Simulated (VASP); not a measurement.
H2CF2:

```
CELL_PARAMETERS angstrom
-2.63389 0.00000 1.70957
2.63389 0.00000 1.70957
0.00000 4.70893 1.70957
ATOMIC_POSITIONS crystal
F 0.10695 0.10695 0.27200
F 0.37895 0.37895 0.72800
C 0.99625 0.99625 0.00000
H 0.76067 0.98633 0.00000
H 0.98633 0.76067 0.00000
```

Base run:

- Program: VASP 6.6.1
- Functional: PBE
- Dispersion: D4
- Potentials or basis: VASP PAW PBE potentials, release 64 (F, C, H)
- Cutoff: 520 eV
- k mesh: 7 × 7 × 7
- Occupations: fermi-dirac, width 0.1 eV
- Spin: no spin polarisation

Its results: band gap on the k mesh 6.85 eV (least direct gap 7.02 eV); pressure 61.3 GPa; largest force 45.686 eV/Å.

Question: The run is repeated on the same cell with these changes: dispersion from D4 to none; further incar settings from ALGO = Normal; EDIFF = 1e-06; NBANDS = 18; ISYM = 0 to ALGO = Normal; EDIFF = 1e-06; NBANDS = 18. What comes out?

Answer: Band gap on the k mesh 6.85 eV (least direct gap 7.02 eV); pressure 62.2 GPa; largest force 45.706 eV/Å.

Caveats: atoms lie so close that the PAW spheres overlap strongly, which falsifies energies and pressures; the cell stands under pressure; an odd mesh through Γ misses points on the zone boundary, where band edges can lie; forces of over 1 eV/Å act on the atoms, so gaps and moduli don't describe the material at rest; this functional lacks dispersion, which holds the molecules together, so the pressure and a relaxed volume are unreliable (at least some runs).
